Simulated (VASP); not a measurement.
Hf4Br: relaxation of cell and atoms with PBE

The system is Hf4Br.

```
Hf Br
1.0
     3.63745    0.00000    0.00000
     0.00000    3.63745    0.00000
     0.00000    0.00000    9.50954
Hf Br
4 1
Direct
  0.00000 0.00000 0.50000
  0.50000 0.50000 0.00000
  0.50000 0.50000 0.67631
  0.50000 0.50000 0.32369
  0.00000 0.00000 0.00000
```

The cell was generated, and may not be a known phase.

| Item | Value |
| --- | --- |
| Program | VASP 6.6.1 |
| Task | relaxation of cell and atoms |
| Functional | PBE |
| Potentials or basis | VASP PAW PBE potentials, release 64 (Hf_pv, Br) |
| Cutoff | 600 eV |
| k mesh | 6 × 6 × 2 |
| Occupations | gaussian, width 0.1 eV |
| Spin | no spin polarisation |
| Dipole correction | no |
| Further INCAR settings | ALGO = Normal; EDIFF = 1e-06; IBRION = 2; EDIFFG = -0.04; NSW = 90; ISIF = 3 |

- Relaxed volume: 25.09 Å³/atom
- Relaxed cell: a = 3.669 Å, b = 3.669 Å, c = 9.319 Å, α = 90.00°, β = 90.00°, γ = 90.00°
- Space group after relaxing (to 0.1 Å): P4/mmm (No. 123)
- Energy gained by relaxing: 3.0 meV/atom
- Ionic steps: 9
- Pressure after relaxing: 0.0 GPa
- Largest force after relaxing: 0.018 eV/Å
- Band gap on the k mesh: zero (an odd number of electrons rules out a gap without spin polarisation)

Forces in eV/Å, atoms in the order of the input:
```
Hf   0.000  0.000  0.000
Hf   0.000  0.000  0.000
Hf   0.000  0.000 -0.018
Hf   0.000  0.000  0.018
Br   0.000  0.000  0.000
```

Stress tensor (GPa, compression positive):
```
 0.04  0.00  0.00
 0.00  0.04  0.00
 0.00  0.00 -0.04
```

The path:
| step | energy change (eV) | largest force (eV/Å) | pressure (GPa) | volume (Å³) |
| --- | --- | --- | --- | --- |
| 1 | 0.0000 | 0.1265 | -0.38 | 125.82 |
| 2 | -0.0043 | 0.0986 | 0.25 | 124.74 |
| 3 | -0.0046 | 0.0853 | 0.51 | 124.31 |
| 4 | -0.0076 | 0.0939 | 0.44 | 124.40 |
| 5 | -0.0120 | 0.1064 | 0.27 | 124.64 |
| 6 | -0.0121 | 0.1090 | 0.26 | 124.67 |
| 7 | -0.0136 | 0.0877 | -0.01 | 125.22 |
| 8 | -0.0141 | 0.0726 | -0.21 | 125.65 |
| 9 | -0.0148 | 0.0177 | 0.01 | 125.43 |

Final structure:
```
Hf Br
1.0
     3.66878    0.00000    0.00000
     0.00000    3.66878    0.00000
     0.00000    0.00000    9.31885
Hf Br
4 1
Direct
  0.00000 0.00000 0.50000
  0.50000 0.50000 0.00000
  0.50000 0.50000 0.67161
  0.50000 0.50000 0.32839
  0.00000 0.00000 0.00000
```

Levels at points of the mesh, in eV from the Fermi level:
| k point | band 21 | band 22 | band 23 | band 24 | band 25 | band 26 |
| --- | --- | --- | --- | --- | --- | --- |
| (0.00, 0.00, 0.00) | -1.93 | -1.66 | 0.00 | 0.07 | 0.66 | 0.66 |
| (0.50, 0.00, 0.00) | -0.69 | -0.24 | 0.08 | 0.64 | 0.75 | 0.98 |
| (0.50, 0.50, 0.00) | -0.43 | -0.43 | -0.17 | -0.12 | -0.12 | -0.09 |
| (0.00, 0.00, 0.50) | -1.53 | -1.14 | 0.08 | 0.09 | 0.48 | 0.48 |
| (0.50, 0.00, 0.50) | -0.34 | -0.13 | -0.08 | 0.10 | 0.11 | 1.41 |
| (0.50, 0.50, 0.50) | -1.09 | -0.45 | -0.14 | -0.14 | -0.06 | -0.06 |

It took 5.5 min on 1 thread of Intel(R) Xeon(R) 6975P-C (Granite Rapids), with other jobs on the host, peak memory 0.3 GiB.

Caveat: spin-orbit coupling is left out, which moves the levels of the heavy elements; an odd number of electrons without spin polarisation forces a metal; a magnetic or distorted state may lie lower.
